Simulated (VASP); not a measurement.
# BaTiO3 in VASP: a series of runs, part 2 of 3

VASP 6.6.1.

### Step 3. Electric field gradients, PBE (zz strain of +1 %)

Contents of INCAR:

```
  PREC = Accurate
  ENCUT = 520
  EDIFF = 1E-8
  ISMEAR = -1
  SIGMA = 0.08
  LREAL = False
  LASPH = True
  NELM = 80
  ALGO = Normal
  ISIF = 2
  LWAVE = False
  LCHARG = False
  GGA = PE
  LEFG = True
  NBANDS = 28
```

Contents of KPOINTS:

```
regular mesh
0
Gamma
  7 7 7
```

Contents of POSCAR:

```
BaTiO3
1.0
    3.9998000000      0.0000000000      0.0000000000
    0.0000000000      3.9998000000      0.0000000000
    0.0000000000      0.0000000000      4.0581800000
Ba Ti O
1 1 3
Direct
    0.0000000000      0.0000000000      0.0000000000
    0.5000000000      0.5000000000      0.4820000000
    0.5000000000      0.5000000000      0.0160000000
    0.5000000000      0.0000000000      0.5150000000
    0.0000000000      0.5000000000      0.5150000000
```

Potentials or basis: VASP PAW PBE potentials, release 64 (Ba_sv, Ti_sv, O).

Command:

```sh
$ cat potpaw_PBE.64/Ba_sv/POTCAR potpaw_PBE.64/Ti_sv/POTCAR potpaw_PBE.64/O/POTCAR > POTCAR
$ mpirun -np 1 vasp_std > vasp.out
```

OUTCAR:

```text
PREC = Accurate
   ENCUT = 520
   EDIFF = 1E-8
   ISMEAR = -1
   LREAL = False
   LASPH = True
   NELM = 80
   ISIF = 2
   GGA = PE

 ion  position               nearest neighbor table
   1  0.000  0.000  0.000-   4 2.81   5 2.81   5 2.81   4 2.81   3 2.83   3 2.83   3 2.83   3 2.83
                             4 2.89   5 2.89   5 2.89   4 2.89   2 3.44   2 3.44   2 3.44   2 3.44
   2  0.500  0.500  0.482-   3 1.89   4 2.00   5 2.00   4 2.00   5 2.00   3 2.17   1 3.44   1 3.44
                             1 3.44   1 3.44   1 3.52   1 3.52   1 3.52   1 3.52
   3  0.500  0.500  0.016-   2 1.89   2 2.17   1 2.83   1 2.83   1 2.83   1 2.83
   4  0.500  0.000  0.515-   2 2.00   2 2.00   1 2.81   1 2.81   1 2.89   1 2.89
   5  0.000  0.500  0.515-   2 2.00   2 2.00   1 2.81   1 2.81   1 2.89   1 2.89

  LATTYP: Found a simple tetragonal cell.
 ALAT       =     3.9998000000
 C/A-ratio  =     1.0145957298

  Lattice vectors:

 A1 = (   3.9998000000,   0.0000000000,   0.0000000000)
 A2 = (   0.0000000000,   3.9998000000,   0.0000000000)
 A3 = (   0.0000000000,   0.0000000000,   4.0581800000)

Analysis of symmetry for initial positions (statically):
=====================================================================
 Subroutine PRICEL returns:
 Original cell was already a primitive cell.

 Routine SETGRP: Setting up the symmetry group for a
 simple tetragonal supercell.

 Subroutine GETGRP returns: Found  8 space group operations
 (whereof  8 operations were pure point group operations)
 out of a pool of 16 trial point group operations.

The static configuration has the point symmetry C_4v.

Analysis of symmetry for dynamics (positions and initial velocities):
=====================================================================
 Subroutine PRICEL returns:
 Original cell was already a primitive cell.

 Routine SETGRP: Setting up the symmetry group for a
 simple tetragonal supercell.

 Subroutine GETGRP returns: Found  8 space group operations
 (whereof  8 operations were pure point group operations)
 out of a pool of 16 trial point group operations.

The dynamic configuration has the point symmetry C_4v.

 Subroutine INISYM returns: Found  8 space group operations
 (whereof  8 operations are pure point group operations),
 and found     1 'primitive' translations

----------------------------------------------------------------------------------------

                                     Primitive cell

  volume of cell :      64.9244

  direct lattice vectors                    reciprocal lattice vectors
     3.999800000  0.000000000  0.000000000     0.250012501  0.000000000  0.000000000
     0.000000000  3.999800000  0.000000000     0.000000000  0.250012501  0.000000000
     0.000000000  0.000000000  4.058180000     0.000000000  0.000000000  0.246415881

  length of vectors
     3.999800000  3.999800000  4.058180000     0.250012501  0.250012501  0.246415881

  position of ions in fractional coordinates (direct lattice)
[... 103 lines left out ...]
   IMIX   =      4    mixing-type and parameters
     AMIX     =   0.40;   BMIX     =  1.00
     AMIX_MAG =   1.60;   BMIX_MAG =  1.00
  volume/ion in A,a.u.               =      12.98        87.63
  Fermi-wavevector in a.u.,A,eV,Ry     =   1.393025  2.632435 26.402355  1.940518
  Thomas-Fermi vector in A             =   2.516711
   LORBIT       =      0    0 simple, 1 ext, 2 COOP (PROOUT), +10 PAW based schemes
   GGA     = PE    functional components
   LHFCALC =     F    Hartree Fock is set to
   AEXX    =    0.0000 exact exchange contribution
   IVDW    =     0    specifies the selected vdW correction
   LEPSILON=     F    determine dielectric tensor
   LRPA    =     F    only Hartree local field effects (RPA)
 non-spin polarized calculation
  energy-cutoff  :      520.00
  volume of cell :       64.92
 maximum number of plane-waves:      1771
 NGX is ok and might be reduce to    30
   NGX = 15   NGY = 15   NGZ = 15

 number of electron      39.9999979 magnetization

 Free energy of the ion-electron system (eV)
  ---------------------------------------------------
  ext. energy  EPLUGINS =         0.00000000
  ---------------------------------------------------
  free energy    TOTEN  =       -39.99806908 eV

  energy without entropy =      -39.99806774  energy(sigma->0) =      -39.99806841

 E-fermi :   4.7127     XC(G=0): -11.1887

 val. band max:        3.6999033603   @ k =   0.4286   0.4286   0.4286
 cond. band min:       5.5535941021   @ k =   0.0000   0.0000   0.0000
 fundamental gap:      1.8536907418
 Fermi energy:         4.7127054757

 k-point     1 :       0.0000    0.0000    0.0000
  band No.  band energies     occupation
      1     -52.8446      2.00000
      2     -29.0874      2.00000
      3     -29.0520      2.00000
      4     -29.0520      2.00000
      5     -21.1198      2.00000
      6     -13.1264      2.00000
[... 733 lines left out ...]
     27      12.0767      0.00000
     28      12.5666      0.00000

 [... further k-points ...]

------------------------ aborting loop because EDIFF is reached ----------------------------------------

  FORCE on cell =-STRESS in cart. coord.  units (eV):
  Direction    XX          YY          ZZ          XY          YZ          ZX
  --------------------------------------------------------------------------------------
  -------------------------------------------------------------------------------------
  Total        1.1409337      1.1409337      0.9819626      0.0000000      0.0000000      0.0000000
  in kB       28.1554926     28.1554926     24.2324692      0.0000000      0.0000000      0.0000000
  external PRESSURE =      26.8478181 kB  Pullay stress =       0.0000000 kB

 VOLUME and BASIS-vectors are now :
 -----------------------------------------------------------------------------
  energy-cutoff  :      520.00
  volume of cell :       64.92
      direct lattice vectors                 reciprocal lattice vectors
     3.999800000  0.000000000  0.000000000     0.250012501  0.000000000  0.000000000
     0.000000000  3.999800000  0.000000000     0.000000000  0.250012501  0.000000000
     0.000000000  0.000000000  4.058180000     0.000000000  0.000000000  0.246415881

 POSITION                                       TOTAL-FORCE (eV/Angst)
 -----------------------------------------------------------------------------------
      0.00000      0.00000      0.00000        -0.000000     -0.000000     -0.083378
      1.99990      1.99990      1.95604        -0.000000      0.000000     -0.065113
      1.99990      1.99990      0.06493        -0.000000      0.000000      0.470384
      1.99990      0.00000      2.08996        -0.000000     -0.000000     -0.160946
      0.00000      1.99990      2.08996         0.000000     -0.000000     -0.160946
 -----------------------------------------------------------------------------------
    total drift:                                0.000000      0.000000     -0.000035

  FREE ENERGIE OF THE ION-ELECTRON SYSTEM (eV)
  ---------------------------------------------------
  free  energy   TOTEN  =       -39.9980690772 eV

  energy  without entropy=      -39.9980677430  energy(sigma->0) =      -39.99806841

 Electric field gradients (V/A^2)
---------------------------------------------------------------------
 ion       V_xx      V_yy      V_zz      V_xy      V_xz      V_yz
---------------------------------------------------------------------
   1       1.264     1.264    -2.527     0.000    -0.000     0.000
   2      -3.047    -3.047     6.094     0.000     0.000    -0.000
   3      -9.970    -9.970    19.940     0.000    -0.000    -0.000
   4     -14.517    26.787   -12.270    -0.000     0.000    -0.000
   5      26.787   -14.517   -12.270    -0.000     0.000     0.000
---------------------------------------------------------------------

 Electric field gradients after diagonalization (V/A^2)
 (convention: |V_zz| > |V_xx| > |V_yy|)
----------------------------------------------------------------------
 ion       V_xx      V_yy      V_zz     asymmetry (V_yy - V_xx)/ V_zz
----------------------------------------------------------------------
   1       1.264     1.264    -2.527       0.000
   2      -3.047    -3.047     6.094       0.000
   3      -9.970    -9.970    19.940       0.000
   4     -14.517   -12.270    26.787       0.084
   5     -14.517   -12.270    26.787       0.084
----------------------------------------------------------------------

           NMR quadrupolar parameters

 Cq : quadrupolar parameter    Cq=e*Q*V_zz/h
 eta: asymmetry parameters     (V_yy - V_xx)/ V_zz
 Q  : nuclear electric quadrupole moment in mb (millibarn)
----------------------------------------------------------------------
 ion       Cq(MHz)       eta       Q (mb)
----------------------------------------------------------------------
   1      -0.006       0.000       1.000
   2       0.015       0.000       1.000
   3       0.048       0.000       1.000
   4       0.065       0.084       1.000
   5       0.065       0.084       1.000
----------------------------------------------------------------------
```

OSZICAR:

```text
N       E                     dE             d eps       ncg     rms          rms(c)
[... 11 lines left out ...]
DAV:  12    -0.399980760668E+02    0.27211E-03   -0.15550E-03  2540   0.248E-01    0.392E-02
DAV:  13    -0.399980724900E+02    0.35768E-05   -0.10669E-04  3088   0.913E-02    0.234E-02
DAV:  14    -0.399980706658E+02    0.18242E-05   -0.32761E-05  3032   0.492E-02    0.160E-02
DAV:  15    -0.399980699424E+02    0.72343E-06   -0.21716E-05  3240   0.436E-02    0.808E-03
DAV:  16    -0.399980691062E+02    0.83624E-06   -0.33950E-06  2848   0.182E-02    0.843E-04
DAV:  17    -0.399980690972E+02    0.89576E-08   -0.27302E-07  2876   0.481E-03    0.107E-03
DAV:  18    -0.399980690759E+02    0.21315E-07   -0.46895E-08  2624   0.200E-03    0.398E-04
DAV:  19    -0.399980690772E+02   -0.13310E-08   -0.63747E-09  1732   0.749E-04
   1 F= -.39998069E+02 E0= -.39998068E+02  d E =-.133424E-05
```

stdout:

```text
POSCAR found type information on POSCAR BaTiO
 POSCAR found :  3 types and       5 ions
 scaLAPACK will be used
 LDA part: xc-table for (Slater+PW92), standard interpolation
 POSCAR, INCAR and KPOINTS ok, starting setup
 FFT: planning ... GRIDC
 FFT: planning ... GRID_SOFT
 FFT: planning ... GRID
 WAVECAR not read
 entering main loop
ion   1

ion   2

ion   3

ion   4

ion   5
```

Wall time 1.8 min (1 thread of Intel Xeon 8259CL, shared host); peak memory 0.22 GiB.

Results:

| Property | Result |
| --- | --- |
| Free energy | -39.9981 eV |
| Pressure | 2.7 GPa |
| Largest force | 0.470 eV/Å |
| Band gap on the k mesh | 1.85 eV (least direct gap 2.10 eV) |
| Largest electric field gradient by atom | Ba -2.5; Ti +6.1; O +19.9, +26.8 (each value once) V/Å² |

Forces in eV/Å, atoms in the order of the input:
```
Ba   0.000  0.000 -0.083
Ti   0.000  0.000 -0.065
O    0.000  0.000  0.470
O    0.000  0.000 -0.161
O    0.000  0.000 -0.161
```

Electric field gradients, principal values (V/Å²):
| atom | least | middle | greatest (by size) |
| --- | --- | --- | --- |
| 1 Ba | 1.264 | 1.264 | -2.527 |
| 2 Ti | -3.047 | -3.047 | 6.094 |
| 3 O | -9.970 | -9.970 | 19.940 |
| 4 O | -12.270 | -14.517 | 26.787 |
| 5 O | -12.270 | -14.517 | 26.787 |

Caveat: the cell differs from its parent crystal (zz strain of +1 %); without QUAD_EFG the Cq values of the log hold for a quadrupole moment of 1 mb, not for the nuclei; spin-orbit coupling is left out, which moves the levels of the heavy elements; an odd mesh through Γ misses points on the zone boundary, where band edges can lie.

### Step 4. Electric field gradients, PBE (zz strain of +3 %)

Contents of INCAR:

```
SYSTEM = BaTiO3
  PREC = Accurate
  ENCUT = 520
  EDIFF = 1E-8
  ISMEAR = -1
  SIGMA = 0.08
  LREAL = .False.
  LASPH = .True.
  NELM = 100
  ALGO = Normal
  ISIF = 2
  LWAVE = .False.
  LCHARG = .False.
  GGA = PE
  LEFG = .True.
  NBANDS = 28
```

Contents of KPOINTS:

```
regular mesh
0
Gamma
  7 7 7
  0 0 0
```

POSCAR, as its differences from that of step 3:

```diff
@@ -4,3 +4,3 @@
     0.0000000000      3.9998000000      0.0000000000
-    0.0000000000      0.0000000000      4.0581800000
+    0.0000000000      0.0000000000      4.1385400000
 Ba Ti O
```

Potentials or basis: VASP PAW PBE potentials, release 64 (Ba_sv, Ti_sv, O).

Command:

```sh
$ cat potpaw_PBE.64/Ba_sv/POTCAR potpaw_PBE.64/Ti_sv/POTCAR potpaw_PBE.64/O/POTCAR > POTCAR
$ mpirun -np 1 vasp_std > vasp.out
```

OUTCAR:

```text
SYSTEM = BaTiO3
   PREC = Accurate
   ENCUT = 520
   EDIFF = 1E-8
   ISMEAR = -1
   LREAL = .False.
   LASPH = .True.
   NELM = 100
   ISIF = 2
   GGA = PE

 ion  position               nearest neighbor table
   1  0.000  0.000  0.000-   3 2.83   3 2.83   3 2.83   3 2.83   5 2.83   5 2.83   4 2.83   4 2.83
                             4 2.92   5 2.92   5 2.92   4 2.92   2 3.46   2 3.46   2 3.46   2 3.46
   2  0.500  0.500  0.482-   3 1.93   4 2.00   5 2.00   4 2.00   5 2.00   3 2.21   1 3.46   1 3.46
                             1 3.46   1 3.46   1 3.55   1 3.55   1 3.55   1 3.55
   3  0.500  0.500  0.016-   2 1.93   2 2.21   1 2.83   1 2.83   1 2.83   1 2.83
   4  0.500  0.000  0.515-   2 2.00   2 2.00   1 2.83   1 2.83   1 2.92   1 2.92
   5  0.000  0.500  0.515-   2 2.00   2 2.00   1 2.83   1 2.83   1 2.92   1 2.92

  LATTYP: Found a simple tetragonal cell.
[... 984 lines left out ...]
   4     -17.194    25.664    -8.470     0.000     0.000    -0.000
   5      25.664   -17.194    -8.470    -0.000     0.000    -0.000
---------------------------------------------------------------------

 Electric field gradients after diagonalization (V/A^2)
 (convention: |V_zz| > |V_xx| > |V_yy|)
----------------------------------------------------------------------
 ion       V_xx      V_yy      V_zz     asymmetry (V_yy - V_xx)/ V_zz
----------------------------------------------------------------------
   1      -1.129    -1.129     2.257       0.000
   2     -10.466   -10.466    20.932       0.000
   3     -13.520   -13.520    27.039       0.000
   4     -17.194    -8.470    25.664       0.340
   5     -17.194    -8.470    25.664       0.340
----------------------------------------------------------------------

           NMR quadrupolar parameters

 Cq : quadrupolar parameter    Cq=e*Q*V_zz/h
 eta: asymmetry parameters     (V_yy - V_xx)/ V_zz
 Q  : nuclear electric quadrupole moment in mb (millibarn)
----------------------------------------------------------------------
 ion       Cq(MHz)       eta       Q (mb)
----------------------------------------------------------------------
   1       0.005       0.000       1.000
   2       0.051       0.000       1.000
   3       0.065       0.000       1.000
   4       0.062       0.340       1.000
   5       0.062       0.340       1.000
----------------------------------------------------------------------
```

OSZICAR:

```text
N       E                     dE             d eps       ncg     rms          rms(c)
DAV:   1     0.433307783764E+03    0.43331E+03   -0.20933E+04  2240   0.154E+03
DAV:   2    -0.403620578001E+01   -0.43734E+03   -0.41729E+03  2564   0.425E+02
[... 11 lines left out ...]
DAV:  14    -0.399970574568E+02    0.48329E-04   -0.14745E-04  2732   0.123E-01    0.790E-03
DAV:  15    -0.399970589855E+02   -0.15287E-05   -0.14559E-05  3176   0.253E-02    0.590E-03
DAV:  16    -0.399970587122E+02    0.27333E-06   -0.15687E-06  2592   0.113E-02    0.139E-03
DAV:  17    -0.399970586531E+02    0.59074E-07   -0.18409E-07  2928   0.366E-03    0.910E-04
DAV:  18    -0.399970586417E+02    0.11425E-07   -0.20531E-08  2304   0.124E-03    0.841E-04
DAV:  19    -0.399970586301E+02    0.11594E-07   -0.31627E-08  2132   0.154E-03    0.128E-04
DAV:  20    -0.399970586305E+02   -0.44838E-09   -0.40622E-09  1520   0.422E-04
   1 F= -.39997059E+02 E0= -.39997058E+02  d E =-.176259E-05
```

It took 2.5 min on 1 thread of Intel Xeon 8259CL, shared host; peak memory 0.23 GiB.

What came out:

```
Free energy                             : -39.9971 eV
Pressure                                : -0.4 GPa
Largest force                           : 0.760 eV/Å
Band gap on the k mesh                  : 1.81 eV (least direct gap 2.10 eV)
Largest electric field gradient by atom : Ba +2.3; Ti +20.9; O +27.0, +25.7 (each value once) V/Å²
```

Forces on the atoms (eV/Å):
```
Ba   0.000  0.000 -0.112
Ti   0.000  0.000 -0.314
O    0.000  0.000  0.760
O    0.000  0.000 -0.167
O    0.000  0.000 -0.167
```

Levels at points of the mesh, in eV from the valence-band top:
| k point | band 16 | band 17 | band 18 | band 19 | band 20 | band 21 | band 22 | band 23 | band 24 | band 25 |
| --- | --- | --- | --- | --- | --- | --- | --- | --- | --- | --- |
| (0.00, 0.00, 0.00) | -1.12 | -1.11 | -0.36 | -0.29 | -0.29 | 1.81 | 2.05 | 2.05 | 3.88 | 3.95 |

Electric field gradients, principal values (V/Å²):
```tsv
atom	least	middle	greatest (by size)
1 Ba	-1.129	-1.129	2.257
2 Ti	-10.466	-10.466	20.932
3 O	-13.520	-13.520	27.039
4 O	-8.470	-17.194	25.664
5 O	-8.470	-17.194	25.664
```

Caveat: the cell differs from its parent crystal (zz strain of +3 %); without QUAD_EFG the Cq values of the log hold for a quadrupole moment of 1 mb, not for the nuclei; spin-orbit coupling is left out, which moves the levels of the heavy elements; an odd mesh through Γ misses points on the zone boundary, where band edges can lie.

(Continued in part 3 of 3.)
